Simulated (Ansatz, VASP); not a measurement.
## Ag in VASP and in Ansatz

Contents of INCAR:

```
  PREC = Accurate
  ENCUT = 500
  EDIFF = 1E-6
  ISMEAR = 0
  SIGMA = 0.1
  LREAL = F
  LASPH = T
  NELM = 120
  ALGO = Normal
  ISIF = 2
  LWAVE = F
  LCHARG = T
  GGA = PS
  LELF = T
  LVHAR = T
  NBANDS = 12
  GGA_COMPAT = F
```

KPOINTS

```
Automatic mesh
0
Gamma
  6 6 6
```

The input POSCAR:

```
Ag
1.0
    0.0000000000      2.0273484231      2.0273484231
    2.0273484231      0.0000000000      2.0273484231
    2.0273484231      2.0273484231      0.0000000000
Ag
1
Direct
    0.0000000000      0.0000000000      0.0000000000
```

Input for Ansatz:

```yaml
crystal:
  lattice:
    - [0.0, 2.0273484231, 2.0273484231]
    - [2.0273484231, 0.0, 2.0273484231]
    - [2.0273484231, 2.0273484231, 0.0]
  atoms:
    - { symbol: Ag, position: [0.0, 0.0, 0.0] }
basis:
  ecutwfc: 420
kpoints:
  mp_grid: { grid: [6, 6, 6] }
hamiltonian:
  xc: pbesol
  pseudopotentials: { kind: paw, azcp: { folder: soft_1 } }
scf:
  occupations: { method: gaussian, width: 0.1 }
output:
  forces: true
  stress: true
  eigenvalues: true
```

Alike in both runs: task single point; functional PBEsol; k mesh 6 × 6 × 6; occupations gaussian, width 0.1 eV; no spin polarisation.

```csv
,VASP,Ansatz
version,VASP 6.6.1,Ansatz 0.2.0
potentials or method,"VASP PAW PBE potentials, release 64 (Ag), cutoff 500 eV","scalar-relativistic, plane waves, PAW"
valence electrons in the cell,11,19
```

Ansatz gave:

| Item | Value |
| --- | --- |
| gap on the k mesh at the Fermi level (eV) | none |
| pressure (GPa) | 0.8 |

Task: Which values does VASP return?

Result: gap on the k mesh at the Fermi level (eV): none; pressure (GPa): 0.6.

VASP's potentials were made for PBE, not for PBEsol, and Ansatz warns of the same on its side. A gap of «none» marks a metal or a gap that the smearing closes. The functional is the same, so the differences come from potentials, cutoffs and numerics. VASP's potentials hold 11 valence electrons a cell and Ansatz's 19, so a difference there can come from the potentials and not from the codes.

The k mesh is coarse, so the values compare programs but aren't converged.
